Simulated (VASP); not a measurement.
# Sn3GeO (R3) in VASP: a series of runs, part 2 of 2

VASP 6.6.1. The steps go on from the part before.

## Step 5: Relaxation of cell and atoms, PBE

The input, INCAR:

```
SYSTEM = Sn3GeO
  ALGO = Normal
  EDIFF = 1E-7
  EDIFFG = -0.04
  ENCUT = 600
  GGA = PE
  IBRION = 2
  ISIF = 3
  ISMEAR = 0
  LASPH = .True.
  LCHARG = .False.
  LREAL = .False.
  LWAVE = .False.
  NELM = 100
  NSW = 90
  PREC = Accurate
  SIGMA = 0.1
```

The input, KPOINTS:

```
k-points
0
Gamma
  4 4 4
  0 0 0
```

The input, POSCAR:

```
Sn3GeO
1.0
    3.2778226300      1.8924517800      2.6763309300
   -3.2778226300      1.8924517800      2.6763309300
    0.0000000000     -3.7849035500      2.6763309300
Sn Ge O
3 1 1
Direct
    0.5299999700      0.8895000200      0.0175000000
    0.0175000000      0.5299999700      0.8895000200
    0.8895000200      0.0175000000      0.5299999700
    0.0319000000      0.0319000000      0.0319000000
    0.5000000000      0.5000000000      0.5000000000
```

On the command line:

```console
$ cat potpaw_PBE.64/Sn_d/POTCAR potpaw_PBE.64/Ge_d/POTCAR potpaw_PBE.64/O/POTCAR > POTCAR
$ mpirun -np 1 vasp_std > vasp.out
```

It took 39 min on 1 thread of AMD EPYC 7R13, shared host; peak memory 0.26 GiB.

Results (log left out):

```
Free energy                            : -22.0644 eV
Relaxed volume                         : 23.70 Å³/atom
Relaxed cell                           : a = 4.912 Å, b = 4.912 Å, c = 4.912 Å, α = 91.16°, β = 91.16°, γ = 91.16°
Space group after relaxing (to 0.05 Å) : R3 (No. 146)
Energy gained by relaxing              : 1477.8 meV/atom
Ionic steps                            : 31
Pressure after relaxing                : 0.0 GPa
Largest force after relaxing           : 0.033 eV/Å
Band gap on the k mesh                 : zero (band 31 reaches 6.43 eV, above the bottom of band 32 at 6.19 eV)
```

Forces on the atoms (eV/Å):
```
Sn  -0.032  0.001  0.009
Sn   0.015 -0.028  0.009
Sn   0.017  0.027  0.009
Ge   0.000  0.000  0.004
O    0.000  0.000 -0.029
```

Stress tensor (GPa, compression positive):
```
-0.09  0.00  0.00
 0.00 -0.09  0.00
 0.00  0.00  0.11
```

Step by step:
```
step  energy change (eV)  largest force (eV/Å)  pressure (GPa)  volume (Å³)
   1              0.0000                4.0726           31.96        99.61
   2             -3.0221                0.9860           -5.07       168.53
   3             -3.4941                1.2872           -0.04       140.60
   4             -3.4959                1.2736           -0.49       142.23
   5             -3.7353                1.1651           -1.00       142.39
   6             -4.3408                1.1998           -2.14       142.83
   7             -4.9521                2.3085           -2.90       143.47
   8             -5.1240                2.3111           -2.89       141.93
   9             -5.6294                2.2486           -2.81       137.37
  10             -6.5063                1.7728           -2.12       128.50
  11             -6.9121                0.5673            4.13       111.71
  12             -7.0214                0.5761            0.81       117.73
  13             -7.0279                0.4154            1.28       116.60
  14             -7.1074                0.1995            0.24       118.35
  15             -7.1737                0.2524           -2.01       123.19
  16             -7.2364                0.3490           -0.54       119.80
  17             -7.2446                0.4023            0.18       118.34
  18             -7.2712                0.2702           -0.13       118.43
  19             -7.2919                0.3504           -0.56       118.56
  20             -7.3049                0.3104            0.43       116.52
  21             -7.3058                0.2965            0.79       115.82
  22             -7.3168                0.2867            0.72       116.02
  23             -7.3421                0.2457            0.49       116.61
  24             -7.3510                0.3941           -0.06       117.81
  25             -7.3548                0.2943            0.15       117.37
  26             -7.3742                0.1473           -0.04       118.28
  27             -7.3811                0.0558           -0.17       119.23
  28             -7.3861                0.0582            0.05       118.62
  29             -7.3880                0.0613            0.30       117.93
  30             -7.3866                0.0792           -0.52       119.31
  31             -7.3890                0.0329           -0.02       118.48
```

Final structure:
```
CELL_PARAMETERS angstrom
3.50865 2.02572 2.77817
-3.50865 2.02572 2.77817
0.00000 -4.05144 2.77817
ATOMIC_POSITIONS crystal
Sn 0.60166 0.65322 0.11173
Sn 0.11173 0.60166 0.65322
Sn 0.65322 0.11173 0.60166
Ge 0.07480 0.07480 0.07480
O 0.52748 0.52748 0.52748
```

Levels at points of the mesh, in eV from the Fermi level:
```tsv
k point	band 28	band 29	band 30	band 31	band 32	band 33	band 34	band 35
(0.00, 0.00, 0.00)	-4.03	-1.73	-1.73	-1.32	2.02	2.34	2.34	3.53
(0.50, 0.00, 0.00)	-2.81	-1.66	-0.89	-0.02	0.53	1.13	1.62	2.54
(0.50, 0.50, 0.00)	-3.04	-1.41	-0.60	-0.20	0.08	0.84	1.34	2.39
(0.50, 0.50, 0.50)	-4.33	-1.77	-1.77	-1.15	-0.25	4.31	4.31	4.95
```

Caveat: the volume moved by over 15 % at a fixed basis, so the end points are rough; spin-orbit coupling is left out, which moves the levels of the heavy elements.

## Step 6: Relaxation of cell and atoms, PBE

This run uses another cell than the first one, of 24.05 Å³/atom, 1.207 times its volume.

The input, INCAR:

```
SYSTEM = Sn3GeO
ALGO = Normal
EDIFF = 1E-6
EDIFFG = -0.04
ENCUT = 600
GGA = PE
IBRION = 2
ISIF = 3
ISMEAR = 0
LASPH = .True.
LCHARG = .False.
LREAL = .False.
LWAVE = .False.
NELM = 80
NSW = 90
PREC = Accurate
SIGMA = 0.1
```

The input, KPOINTS:

```
k-points
0
Gamma
  6 6 6
  0 0 0
```

The input, POSCAR:

```
Sn3GeO
1.0
    3.4334832487      1.9823224779      2.9450959795
   -3.4334832487      1.9823224779      2.9450959795
    0.0000000000     -3.9646449557      2.9450959795
Sn Ge O
3 1 1
Direct
    0.5607970403      0.7319607177      0.1090296477
    0.1090296477      0.5607970403      0.7319607177
    0.7319607177      0.1090296477      0.5607970403
    0.1694718413      0.1694718413      0.1694718413
    0.3976407430      0.3976407430      0.3976407430
```

Potentials or basis: VASP PAW PBE potentials, release 64 (Sn_d, Ge_d, O).

On the command line:

```console
$ cat potpaw_PBE.64/Sn_d/POTCAR potpaw_PBE.64/Ge_d/POTCAR potpaw_PBE.64/O/POTCAR > POTCAR
$ mpirun -np 1 vasp_std > vasp.out
```

OUTCAR:

```text
SYSTEM = Sn3GeO
   EDIFF = 1E-6
   EDIFFG = -0.04
   ENCUT = 600
   GGA = PE
   IBRION = 2
   ISIF = 3
   ISMEAR = 0
   LASPH = .True.
   LREAL = .False.
   NELM = 80
   NSW = 90
   PREC = Accurate

 ion  position               nearest neighbor table
   1  0.561  0.732  0.109-   5 2.29   4 2.87   3 3.11   2 3.11   3 3.34   2 3.34
   2  0.109  0.561  0.732-   5 2.29   4 2.87   1 3.11   3 3.11   1 3.34   3 3.34
   3  0.732  0.109  0.561-   5 2.29   4 2.87   1 3.11   2 3.11   1 3.34   2 3.34
   4  0.169  0.169  0.169-   5 2.02   2 2.87   3 2.87   1 2.87
   5  0.398  0.398  0.398-   4 2.02   1 2.29   2 2.29   3 2.29

  LATTYP: Found a trigonal (rhomboedric) cell.
 ALAT       =     4.9388257667
 COS(alpha) =     0.0333874023

  Lattice vectors:

 A1 = (   3.4334832487,   1.9823224779,   2.9450959795)
 A2 = (  -3.4334832487,   1.9823224779,   2.9450959795)
 A3 = (   0.0000000000,  -3.9646449557,   2.9450959795)

Analysis of symmetry for initial positions (statically):
=====================================================================
 Subroutine PRICEL returns:
 Original cell was already a primitive cell.

 Routine SETGRP: Setting up the symmetry group for a
 trigonal (rhombohedral) supercell.

 Subroutine GETGRP returns: Found  3 space group operations
 (whereof  3 operations were pure point group operations)
 out of a pool of 12 trial point group operations.

The static configuration has the point symmetry C_3 .

Analysis of symmetry for dynamics (positions and initial velocities):
=====================================================================
 Subroutine PRICEL returns:
 Original cell was already a primitive cell.

 Routine SETGRP: Setting up the symmetry group for a
 trigonal (rhombohedral) supercell.

 Subroutine GETGRP returns: Found  3 space group operations
 (whereof  3 operations were pure point group operations)
 out of a pool of 12 trial point group operations.

The dynamic configuration has the point symmetry C_3 .

 Subroutine INISYM returns: Found  3 space group operations
 (whereof  3 operations are pure point group operations),
 and found     1 'primitive' translations

----------------------------------------------------------------------------------------

                                     Primitive cell

  volume of cell :     120.2707

  direct lattice vectors                    reciprocal lattice vectors
     3.433483249  1.982322478  2.945095980     0.145624709  0.084076465  0.113182503
    -3.433483249  1.982322478  2.945095980    -0.145624709  0.084076465  0.113182503
     0.000000000 -3.964644956  2.945095980     0.000000000 -0.168152930  0.113182503

  length of vectors
     4.938825767  4.938825767  4.938825767     0.202696045  0.202696045  0.202696045

  position of ions in fractional coordinates (direct lattice)
     0.560797040  0.731960718  0.109029648
     0.109029648  0.560797040  0.731960718
[... 121 lines left out ...]

--------------------------------------- Ionic step        1  -------------------------------------------

 number of electron      62.0000000 magnetization

 Free energy of the ion-electron system (eV)
  ---------------------------------------------------
  ext. energy  EPLUGINS =         0.00000000
  ---------------------------------------------------
  free energy    TOTEN  =       -22.52960254 eV

  energy without entropy =      -22.52697131  energy(sigma->0) =      -22.52828692

------------------------ aborting loop because EDIFF is reached ----------------------------------------

  FORCE on cell =-STRESS in cart. coord.  units (eV):
  Direction    XX          YY          ZZ          XY          YZ          ZX
  --------------------------------------------------------------------------------------
  -------------------------------------------------------------------------------------
  Total       -0.1710623     -0.1710623      0.0975414      0.0000017      0.0000000      0.0000000
  in kB       -2.2787933     -2.2787933      1.2993909      0.0000233      0.0000000      0.0000000
  external PRESSURE =      -1.0860652 kB  Pullay stress =       0.0000000 kB

 VOLUME and BASIS-vectors are now :
 -----------------------------------------------------------------------------
  energy-cutoff  :      600.00
  volume of cell :      120.27
      direct lattice vectors                 reciprocal lattice vectors
     3.433483249  1.982322478  2.945095980     0.145624709  0.084076465  0.113182503
    -3.433483249  1.982322478  2.945095980    -0.145624709  0.084076465  0.113182503
     0.000000000 -3.964644956  2.945095980     0.000000000 -0.168152930  0.113182503

 POSITION                                       TOTAL-FORCE (eV/Angst)
 -----------------------------------------------------------------------------------
     -0.58769      2.13040      4.12840        -0.045238     -0.008887     -0.003111
     -1.55114     -1.57415      4.12840         0.030315     -0.034734     -0.003111
      2.13882     -0.55625      4.12840         0.014923      0.043621     -0.003111
      0.00000      0.00000      1.49733         0.000000     -0.000000     -0.016219
      0.00000      0.00000      3.51327         0.000000      0.000000      0.025551
 -----------------------------------------------------------------------------------
    total drift:                                0.000000      0.000002     -0.000574

  FREE ENERGIE OF THE ION-ELECTRON SYSTEM (eV)
  ---------------------------------------------------
  free  energy   TOTEN  =       -22.5296025369 eV

  energy  without entropy=      -22.5269713116  energy(sigma->0) =      -22.52828692

--------------------------------------- Ionic step        2  -------------------------------------------

 number of electron      62.0000000 magnetization

 Free energy of the ion-electron system (eV)
  ---------------------------------------------------
  ext. energy  EPLUGINS =         0.00000000
  ---------------------------------------------------
  free energy    TOTEN  =       -22.53029356 eV

  energy without entropy =      -22.52775374  energy(sigma->0) =      -22.52902365

 E-fermi :   6.2416     XC(G=0):  -9.9397

 val. band max:        6.1745107775   @ k =   0.1667   0.0000   0.0000
 cond. band min:       6.3331503670   @ k =   0.3333   0.3333   0.1667
 fundamental gap:      0.1586395895
 Fermi energy:         6.2415547414

 k-point     1 :       0.0000    0.0000    0.0000
  band No.  band energies     occupation
      1     -18.3171      2.00000
      2     -18.2449      2.00000
      3     -18.2449      2.00000
      4     -18.1972      2.00000
      5     -18.1972      2.00000
      6     -15.3474      2.00000
[... 949 lines left out ...]
     36      10.6710      0.00000
     37      10.7937      0.00000

 [... further k-points ...]

------------------------ aborting loop because EDIFF is reached ----------------------------------------

  FORCE on cell =-STRESS in cart. coord.  units (eV):
  Direction    XX          YY          ZZ          XY          YZ          ZX
  --------------------------------------------------------------------------------------
  -------------------------------------------------------------------------------------
  Total       -0.0102476     -0.0102476      0.0779099      0.0000018      0.0000000     -0.0000000
  in kB       -0.1368351     -0.1368351      1.0403264      0.0000238      0.0000000     -0.0000000
  external PRESSURE =       0.2555521 kB  Pullay stress =       0.0000000 kB

 VOLUME and BASIS-vectors are now :
 -----------------------------------------------------------------------------
  energy-cutoff  :      600.00
  volume of cell :      119.99
      direct lattice vectors                 reciprocal lattice vectors
     3.427816319  1.979050597  2.947867702     0.145865462  0.084215460  0.113076083
    -3.427816252  1.979050713  2.947867702    -0.145865459  0.084215465  0.113076083
    -0.000000067 -3.958101310  2.947867702    -0.000000003 -0.168430925  0.113076083

 POSITION                                       TOTAL-FORCE (eV/Angst)
 -----------------------------------------------------------------------------------
     -0.58890      2.12645      4.13213        -0.039391      0.001788     -0.000024
     -1.54712     -1.57323      4.13213         0.018147     -0.035008     -0.000024
      2.13601     -0.55323      4.13213         0.021244      0.033220     -0.000024
     -0.00000      0.00000      1.49796        -0.000000     -0.000000     -0.003921
      0.00000      0.00000      3.51781         0.000000      0.000000      0.003993
 -----------------------------------------------------------------------------------
    total drift:                                0.000000      0.000002     -0.000925

  FREE ENERGIE OF THE ION-ELECTRON SYSTEM (eV)
  ---------------------------------------------------
  free  energy   TOTEN  =       -22.5302935564 eV

  energy  without entropy=      -22.5277537359  energy(sigma->0) =      -22.52902365

 reached required accuracy - stopping structural energy minimisation
```

OSZICAR:

```text
N       E                     dE             d eps       ncg     rms          rms(c)
DAV:   1     0.703891120658E+03    0.70389E+03   -0.33746E+04  3250   0.343E+03
DAV:   2     0.113282712269E+03   -0.59061E+03   -0.57566E+03  2976   0.832E+02
DAV:   3    -0.132318015125E+02   -0.12651E+03   -0.12299E+03  3250   0.259E+02
DAV:   4    -0.238865344919E+02   -0.10655E+02   -0.10478E+02  3417   0.794E+01
[... 15 lines left out ...]
DAV:   3    -0.225303512604E+02    0.14454E-02   -0.34465E-03  3674   0.698E-01    0.679E-02
DAV:   4    -0.225302931198E+02    0.58141E-04   -0.86329E-04  3472   0.209E-01    0.268E-02
DAV:   5    -0.225302929717E+02    0.14811E-06   -0.94853E-05  3697   0.979E-02    0.139E-02
DAV:   6    -0.225302932142E+02   -0.24246E-06   -0.15727E-05  3953   0.316E-02    0.639E-03
DAV:   7    -0.225302935564E+02   -0.34225E-06   -0.26509E-06  2805   0.117E-02
   2 F= -.22530294E+02 E0= -.22529024E+02  d E =-.691020E-03
```

It took 6.8 min on 1 thread of AMD EPYC 7R13, shared host; peak memory 0.35 GiB.

Results:

- Free energy: -22.5303 eV
- Relaxed volume: 24.00 Å³/atom
- Relaxed cell: a = 4.935 Å, b = 4.935 Å, c = 4.935 Å, α = 87.98°, β = 87.98°, γ = 87.98°
- Space group after relaxing (to 0.05 Å): R3 (No. 146)
- Energy gained by relaxing: 0.1 meV/atom
- Ionic steps: 2
- Pressure after relaxing: 0.0 GPa
- Largest force after relaxing: 0.039 eV/Å
- Band gap on the k mesh: zero (band 31 reaches 6.17 eV, above the bottom of band 32 at 5.90 eV)

Forces on the atoms (eV/Å):
```
Sn  -0.039  0.002  0.000
Sn   0.018 -0.035  0.000
Sn   0.021  0.033  0.000
Ge   0.000  0.000 -0.004
O    0.000  0.000  0.004
```

Step by step:
```csv
step,energy change (eV),largest force (eV/Å),pressure (GPa),volume (Å³)
1,0.0000,0.0462,-0.11,120.27
2,-0.0007,0.0394,0.03,119.99
```

Final structure:
```
CELL_PARAMETERS angstrom
3.42782 1.97905 2.94787
-3.42782 1.97905 2.94787
0.00000 -3.95810 2.94787
ATOMIC_POSITIONS crystal
Sn 0.56043 0.73223 0.10908
Sn 0.10908 0.56043 0.73223
Sn 0.73223 0.10908 0.56043
Ge 0.16938 0.16938 0.16938
O 0.39778 0.39778 0.39778
```

Caveat: spin-orbit coupling is left out, which moves the levels of the heavy elements.

## Step 7: Summary

```csv
task,cell,k mesh,cutoff (eV),gap on the mesh (eV),pressure (GPa),relaxed volume (Å³/atom),largest force (eV/Å)
single point,"a = 4.636 Å, 5 atoms",4 × 4 × 4,520,none,31.9,-,4.07
single point,"a = 4.939 Å, angles 88.1°, 5 atoms",4 × 4 × 4,520,none,0.0,-,0.03
single point,"a = 4.938 Å, angles 87.7°, 5 atoms",6 × 6 × 6,520,none,0.2,-,0.03
relaxation of cell and atoms,"relaxed from a = 4.636 Å, 5 atoms",4 × 4 × 4,600,none,0.0,23.70,0.03
relaxation of cell and atoms,"relaxed from a = 4.939 Å, angles 88.1°, 5 atoms",6 × 6 × 6,600,none,0.0,24.00,0.04
```

Alike in all rows: level PBE; potentials or basis VASP PAW PBE potentials, release 64 (Sn_d, Ge_d, O); no spin polarisation; smearing gaussian 0.1 eV.

Caveats: spin-orbit coupling is left out, which moves the levels of the heavy elements; forces of over 1 eV/Å act on the atoms, so gaps and moduli don't describe the material at rest (some runs); the volume moved by over 15 % at a fixed basis, so the end points are rough (some runs).

Total energies depend on the potentials used, so only differences within one code and one set of settings carry meaning.
